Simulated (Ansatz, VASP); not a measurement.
## One calculation of Si, two programs

Contents of POSCAR:

```
Si
1.0
   -1.5531540000      1.5531540000      1.5531540000
    1.5531540000     -1.5531540000      1.5531540000
    1.5531540000      1.5531540000     -1.5531540000
Si
1
Direct
    0.0000000000      0.0000000000      0.0000000000
```

INCAR.step1

```
SYSTEM = Si
ALGO = Normal ; EDIFF = 1E-5
ENCUT = 550 ; GGA = PE
GGA_COMPAT = .False. ; ISMEAR = -1
LASPH = .True. ; LCHARG = .False.
LREAL = .False. ; LWAVE = .True.
NBANDS = 8 ; NELM = 120
PREC = Accurate ; SIGMA = 0.1
```

INCAR.step2

```
SYSTEM = Si
ALGO = Normal ; EDIFF = 1E-6
ENCUT = 550 ; GGA_COMPAT = .False.
ISIF = 2 ; ISMEAR = -1
ISTART = 1 ; LASPH = .True.
LCHARG = .False. ; LMIXTAU = .True.
LREAL = .False. ; LWAVE = .False.
METAGGA = R2SCAN ; NBANDS = 8
NELM = 120 ; PREC = Accurate
SIGMA = 0.1
```

File KPOINTS:

```
k-points
0
Gamma
  8 8 8
  0 0 0
```

Input for Ansatz:

```yaml
crystal:
  lattice:
    - [-1.553154, 1.553154, 1.553154]
    - [1.553154, -1.553154, 1.553154]
    - [1.553154, 1.553154, -1.553154]
  atoms:
    - { symbol: Si, position: [0.0, 0.0, 0.0] }
  symmetry: { tolerance: 0.0003 }
kpoints:
  mp_grid: { grid: [8, 8, 8], shift: [0, 0, 0] }
magnetization:
  spin_polarized: false
scf:
  occupations: { method: fermi_dirac }
hamiltonian:
  pseudopotentials: { kind: paw }
  xc: r2scan
basis:
  ecutwfc: 500
output:
  forces: true
  stress: true
  eigenvalues: true
```

Alike in both runs: task single point; functional r2SCAN; k mesh 8 × 8 × 8; no spin polarisation.

```csv
,VASP,Ansatz
version,VASP 6.6.1,Ansatz 0.2.0
potentials or method,"VASP PAW PBE potentials, release 64 (Si), cutoff 550 eV",PAW plane waves
occupations,"fermi-dirac, width 0.1 eV",fermi-dirac
valence electrons in the cell,4,4
```

```tsv
	VASP	Ansatz	Ansatz less VASP
gap on the k mesh at the Fermi level (eV)	none	none	-
pressure (GPa)	-5.1	-5.1	-0.06
```

VASP's potentials were made for PBE, not for r2SCAN. A gap of «none» marks a metal or a gap that the smearing closes.
